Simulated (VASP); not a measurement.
Si5C:

```
Si C
1.0
     2.75581    0.00000    0.00000
     0.00000    2.75581    0.00000
     0.00000    0.00000   11.69192
Si C
5 1
Direct
  0.50000 0.50000 0.16667
  0.00000 0.00000 0.33333
  0.50000 0.50000 0.50000
  0.00000 0.00000 0.66667
  0.50000 0.50000 0.83333
  0.00000 0.00000 0.00000
```

- Program: VASP 6.6.1
- Task: relaxation of cell and atoms
- Functional: PBE
- Potentials or basis: VASP PAW PBE potentials, release 64 (Si, C)
- Cutoff: 600 eV
- k mesh: 6 × 6 × 2
- Occupations: gaussian, width 0.1 eV
- Spin: no spin polarisation

At the start: pressure -8.7 GPa; volume 14.80 Å³/atom.

Problem. How do energy, volume and symmetry change on relaxing?

Solution. Over 16 steps the energy falls by 373.1 meV/atom and the volume is 12.56 Å³/atom (-15.1 %); space group P4/mmm (No. 123, to 0.1 Å) before and after.

The path:
```
step  energy change (eV)  largest force (eV/Å)  pressure (GPa)  volume (Å³)
   1              0.0000                1.2213           -8.70        88.79
   2             -0.6208                1.3971           -0.93        78.84
   3             -0.7325                1.6828            4.71        74.29
   4             -1.2795                1.8276            5.03        72.66
   5             -1.5812                2.2265           19.20        66.88
   6             -1.6293                1.4558            7.98        70.66
   7             -1.8287                1.0293           11.41        69.15
   8             -1.9071                0.6523           14.03        68.04
   9             -1.9450                2.0469            3.63        74.80
  10             -2.0682                1.0532            8.19        71.42
  11             -2.2259                0.2786           -2.16        76.92
  12             -2.2362                0.1194           -0.37        75.76
  13             -2.2361                0.1130           -0.49        75.85
  14             -2.2377                0.0738           -0.25        75.63
  15             -2.2380                0.0520           -0.11        75.51
  16             -2.2384                0.0398            0.15        75.37
```

Final structure:
```
Si C
1.0
     2.85801    0.00000    0.00000
     0.00000    2.85801    0.00000
     0.00000    0.00000    9.22707
Si C
5 1
Direct
  0.50000 0.50000 0.12763
  0.00000 0.00000 0.32254
  0.50000 0.50000 0.50000
  0.00000 0.00000 0.67746
  0.50000 0.50000 0.87237
  0.00000 0.00000 0.00000
```

Caveat: the k points lie up to 0.37 Å⁻¹ apart in the final cell; the volume moved by over 15 % at a fixed basis, so the end points are rough; the highest band is partly filled, so the run has too few bands.
